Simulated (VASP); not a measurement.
Crystal: Rh.

```
Rh
1.0
     0.00000    1.89785    1.89785
     1.89785    0.00000    1.89785
     1.89785    1.89785    0.00000
Rh
1
Direct
  0.00000 0.00000 0.00000
```

* Program: VASP 6.6.1
* Task: relaxation of cell and atoms
* Functional: LDA
* Potentials or basis: VASP PAW LDA potentials, release 64 (Rh_pv)
* Cutoff: 600 eV
* k mesh: 12 × 12 × 12
* Occupations: fermi-dirac, width 0.05 eV
* Spin: no spin polarisation

At the start: pressure -9.2 GPa; volume 13.67 Å³/atom.

Question: Where does the relaxation end?

Answer: Over 4 steps the energy falls by 12.5 meV/atom and the volume is 13.25 Å³/atom (-3.1 %); space group Fm-3m (No. 225, to 0.05 Å).

Step by step:
| step | energy change (eV) | largest force (eV/Å) | pressure (GPa) | volume (Å³) |
| --- | --- | --- | --- | --- |
| 1 | 0.0000 | 0.0000 | -9.21 | 13.67 |
| 2 | 0.0904 | 0.0000 | 33.44 | 12.18 |
| 3 | -0.0125 | 0.0000 | -0.38 | 13.26 |
| 4 | -0.0125 | 0.0000 | -0.06 | 13.25 |

Final structure:
```
Rh
1.0
     0.00000    1.87813    1.87813
     1.87813    0.00000    1.87813
     1.87813    1.87813    0.00000
Rh
1
Direct
  0.00000 0.00000 0.00000
```
